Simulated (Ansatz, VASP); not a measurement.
# Se: VASP beside Ansatz

The input INCAR:

```
SYSTEM = Se
PREC = Accurate ; ENCUT = 520
EDIFF = 1E-6 ; ISMEAR = -1
SIGMA = 0.05 ; LREAL = .FALSE.
LASPH = .TRUE. ; NELM = 80
ALGO = Normal ; ISIF = 2
LWAVE = .FALSE. ; LCHARG = .FALSE.
GGA = CA ; NBANDS = 16
```

File KPOINTS:

```
regular mesh
0
G
  13 13 9
  0 0 0
```

Contents of POSCAR:

```
Se
1.0
    3.9534579885      0.0000000000      0.0000000000
   -1.9767289943      3.4237950508      0.0000000000
    0.0000000000      0.0000000000      5.1205317866
Se
3
Direct
    0.2543546533      1.0000000000      0.3333333333
    1.0000000000      0.2543546533      0.6666666667
    0.7456453467      0.7456453467      1.0000000000
```

Input for Ansatz:

```yaml
crystal:
  lattice:
    - [3.9534579885, 0.0, 0.0]
    - [-1.9767289943, 3.4237950508, 0.0]
    - [0.0, 0.0, 5.1205317866]
  atoms:
    - { symbol: Se, position: [0.2543546533, 1.0, 0.3333333333] }
    - { symbol: Se, position: [1.0, 0.2543546533, 0.6666666667] }
    - { symbol: Se, position: [0.7456453467, 0.7456453467, 1.0] }
hamiltonian:
  xc: lda
  pseudopotentials:
    kind: paw
    azcp:
      Se: "pseudopotentials/Se.paw.azcp"
basis:
  ecutwfc: 420
  fft_grid_basis: typed
kpoints:
  mp_grid: { grid: [13, 13, 9], shift: [0, 0, 0] }
magnetization:
  spin_polarized: false
scf:
  occupations: { method: fermi_dirac, width: 0.05 }
  lower_state_search: "off"
output:
  stress: true
```

Alike in both runs: task single point; functional LDA; k mesh 13 × 13 × 9; occupations fermi-dirac, width 0.05 eV; no spin polarisation.

|  | VASP | Ansatz |
| --- | --- | --- |
| version | VASP 6.6.1 | Ansatz 0.2.0 |
| potentials or method | VASP PAW LDA potentials, release 64 (Se), cutoff 520 eV | plane waves (420 eV) with PAW, scalar-relativistic |
| valence electrons in the cell | 18 | 48 |

Ansatz gave:

| Quantity | Value |
| --- | --- |
| pressure (GPa) | 0.0 |
| traceless stress, the component that is largest in VASP (GPa) | 0.01 |

Q: What did VASP give for the same quantities?

A: Pressure (GPa): 0.2; traceless stress, the component that is largest in VASP (GPa): 0.11.

Ansatz warns that its potentials were made for another functional, while VASP's fit it. LDA's correlation is that of Perdew and Zunger in VASP and of Perdew and Wang (1992) in Ansatz. VASP's potentials hold 18 valence electrons a cell and Ansatz's 48, so a difference there can come from the potentials and not from the codes.
